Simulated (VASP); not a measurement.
A run of VASP 6.6.1 is set up as follows.

INCAR

```
PREC = Accurate
ENCUT = 520
EDIFF = 1E-7
ISMEAR = -1
SIGMA = 0.05
LREAL = False
LASPH = True
NELM = 60
ALGO = Normal
ISIF = 2
LWAVE = False
LCHARG = True
GGA = PE
IVDW = 12
LELF = True
LVHAR = True
NBANDS = 25
```

File KPOINTS:

```
Automatic mesh
0
Gamma
  9 9 9
```

The input POSCAR:

```
CO2
1.0
   -1.9680779123      1.9680779123      2.9867618252
    1.9680779123     -1.9680779123      2.9867618252
    1.9680779123      1.9680779123     -2.9867618252
O C
4 2
Direct
    0.8750000000      0.9578661391      0.5828661391
    0.3750000000      0.2921338609      0.4171338609
    0.0421338609      0.6250000000      0.9171338609
    0.7078661391      0.1250000000      0.0828661391
    0.0000000000      0.0000000000      0.0000000000
    0.7500000000      0.2500000000      0.5000000000
```

Potentials or basis: VASP PAW PBE potentials, release 64 (O, C).

Launch:

```bash
$ cat potpaw_PBE.64/O/POTCAR potpaw_PBE.64/C/POTCAR > POTCAR
$ mpirun -np 1 vasp_std > vasp.out
```

Question: What does it give for the dispersion energy per atom?

Answer: -0.102 eV.

Question: Predict the pressure.

Answer: 1.4 GPa.

Question: Predict the band gap on the k mesh.

Answer: 7.68 eV, indirect (least direct gap 8.09 eV).

Forces in eV/Å, atoms in the order of the input:
```
O   -0.080  0.000  0.000
O    0.080  0.000  0.000
O    0.000  0.080  0.000
O    0.000 -0.080  0.000
C    0.000  0.000  0.000
C    0.000  0.000  0.000
```

A k mesh can miss the band edges. Expect the measured gap to be larger: semilocal functionals such as PBE lack the derivative discontinuity.
